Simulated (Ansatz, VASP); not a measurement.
## CoSn3 in VASP and in Ansatz

File POSCAR:

```
CoSn3
1.0
    4.4935679012      0.0000000000      0.0000000000
    0.0000000000      4.4935679012      0.0000000000
    0.0000000000      0.0000000000      4.4935679012
Sn Co
3 1
Direct
    0.0000000000      0.5000000000      0.5000000000
    0.5000000000      0.0000000000      0.5000000000
    0.5000000000      0.5000000000      0.0000000000
    0.0000000000      0.0000000000      0.0000000000
```

INCAR.step1

```
PREC = Accurate ; ENCUT = 520
ISMEAR = 0 ; SIGMA = 0.1
LREAL = F ; LASPH = T
NELM = 80 ; NBANDS = 34
GGA = PE ; ALGO = Normal
EDIFF = 1E-4 ; LWAVE = T
LCHARG = F
```

The input INCAR.step2:

```
PREC = Accurate ; ENCUT = 520
EDIFF = 1E-6 ; ISMEAR = 0
SIGMA = 0.1 ; LREAL = F
LASPH = T ; NELM = 80
ALGO = Normal ; ISIF = 2
LWAVE = F ; LCHARG = F
METAGGA = R2SCAN ; LMIXTAU = T
NBANDS = 34 ; ISTART = 1
```

KPOINTS

```
Automatic mesh
0
Gamma
  10 10 10
```

Input for Ansatz:

```yaml
crystal:
  lattice:
    - [4.4935678877, 0.0, 0.0]
    - [0.0, 4.4935678877, 0.0]
    - [0.0, 0.0, 4.4935678877]
  atoms:
    - { symbol: Sn, position: [0.0, 0.5, 0.5] }
    - { symbol: Sn, position: [0.5, 0.0, 0.5] }
    - { symbol: Sn, position: [0.5, 0.5, 0.0] }
    - { symbol: Co, position: [0.0, 0.0, 0.0] }
basis:
  ecutwfc: 500
kpoints:
  mp_grid: { grid: [10, 10, 10] }
hamiltonian:
  xc: r2scan
scf:
  occupations: { method: gaussian, width: 0.1 }
  lower_state_search: "off"
output:
  forces: true
  stress: true
  eigenvalues: true
```

Alike in both runs: task single point; functional r2SCAN; k mesh 10 × 10 × 10; occupations gaussian, width 0.1 eV; no spin polarisation.

```csv
,VASP,Ansatz
version,VASP 6.6.1,Ansatz 0.2.0
potentials or method,"VASP PAW PBE potentials, release 64 (Sn_d, Co), cutoff 520 eV","scalar-relativistic, plane waves, PAW"
valence electrons in the cell,51,59
```

|  | VASP | Ansatz | Ansatz less VASP |
| --- | --- | --- | --- |
| gap on the k mesh at the Fermi level (eV) | none | none | - |
| pressure (GPa) | -3.8 | -3.8 | -0.01 |

VASP's potentials were made for PBE, not for r2SCAN. A gap of «none» marks a metal or a gap that the smearing closes. VASP's potentials hold 51 valence electrons a cell and Ansatz's 59, so a difference there can come from the potentials and not from the codes.
